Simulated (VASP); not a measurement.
Set up this calculation in VASP 6.6.1, as the native input.

- Task: single point
- Functional: r2SCAN
- Potentials or basis: VASP PAW PBE potentials, release 64 (Ba_sv, Ti_sv, O)
- Cutoff: 520 eV
- k mesh: 8 × 8 × 8
- Occupations: gaussian, width 0.05 eV
- Spin: no spin polarisation
- Dipole correction: no
- Further INCAR settings: ALGO = Normal; EDIFF = 1e-06; NBANDS = 28

BaTiO3:

```
Ba Ti O
1.0
     3.86914    0.00000    0.00000
     0.00000    3.86914    0.00000
     0.00000    0.00000    4.25606
Ba Ti O
1 1 3
Direct
  0.50000 0.50000 0.50000
  0.00000 0.00000 0.00000
  0.50000 0.00000 0.00000
  0.00000 0.50000 0.00000
  0.00000 0.00000 0.50000
```

This cell differs from its parent crystal: ratio of the length along z to the lengths across it x 1.1, volume and fractional coordinates fixed.

The input as run:

POSCAR

```
BaTiO3
1.0
    3.8691419106      0.0000000000      0.0000000000
    0.0000000000      3.8691419106      0.0000000000
    0.0000000000      0.0000000000      4.2560561017
Ba Ti O
1 1 3
Direct
    0.5000000000      0.5000000000      0.5000000000
    0.0000000000      0.0000000000      0.0000000000
    0.5000000000      0.0000000000      0.0000000000
    0.0000000000      0.5000000000      0.0000000000
    0.0000000000      0.0000000000      0.5000000000
```

INCAR.step1

```
SYSTEM = BaTiO3
PREC     = Accurate       ! precision mode
ENCUT    = 520            ! plane-wave cutoff, eV
ISMEAR   = 0              ! smearing method
SIGMA    = 0.05           ! smearing width, eV
LREAL    = .False.        ! projectors in reciprocal space
LASPH    = .True.         ! aspherical terms in the spheres
NELM     = 60             ! most SCF steps
NBANDS   = 28             ! bands
GGA      = PE             ! functional
ALGO     = Normal         ! electronic algorithm
EDIFF    = 1E-4           ! SCF threshold, eV
LWAVE    = .True.         ! write WAVECAR
LCHARG   = .False.        ! write CHGCAR
```

INCAR.step2

```
SYSTEM = BaTiO3
PREC     = Accurate       ! precision mode
ENCUT    = 520            ! plane-wave cutoff, eV
EDIFF    = 1E-6           ! SCF threshold, eV
ISMEAR   = 0              ! smearing method
SIGMA    = 0.05           ! smearing width, eV
LREAL    = .False.        ! projectors in reciprocal space
LASPH    = .True.         ! aspherical terms in the spheres
NELM     = 60             ! most SCF steps
ALGO     = Normal         ! electronic algorithm
ISIF     = 2              ! what is computed and relaxed
LWAVE    = .False.        ! write WAVECAR
LCHARG   = .False.        ! write CHGCAR
METAGGA  = R2SCAN         ! meta-GGA
LMIXTAU  = .True.       
NBANDS   = 28             ! bands
ISTART   = 1
```

KPOINTS

```
Automatic mesh
0
Gamma
  8 8 8
  0 0 0
```

Potentials or basis: VASP PAW PBE potentials, release 64 (Ba_sv, Ti_sv, O).

The run is started by

```sh
$ cat potpaw_PBE.64/Ba_sv/POTCAR potpaw_PBE.64/Ti_sv/POTCAR potpaw_PBE.64/O/POTCAR > POTCAR
$ cp INCAR.step1 INCAR
$ mpirun -np 1 vasp_std > vasp.out
$ cp INCAR.step2 INCAR
$ mpirun -np 1 vasp_std > vasp.out
```

It gave:

```json
{"Pressure": "4.3 GPa", "Band gap on the k mesh": "1.97 eV (least direct gap 2.20 eV)"}
```

Caveat: the cell stands under pressure; the PAW data sets were made with another functional, which shifts forces and pressure a little; spin-orbit coupling is left out, which moves the levels of the heavy elements.

Wall time 4.4 min on 1 thread of Intel(R) Xeon(R) 6975P-C (Granite Rapids), on a shared host, peak memory 0.28 GiB.
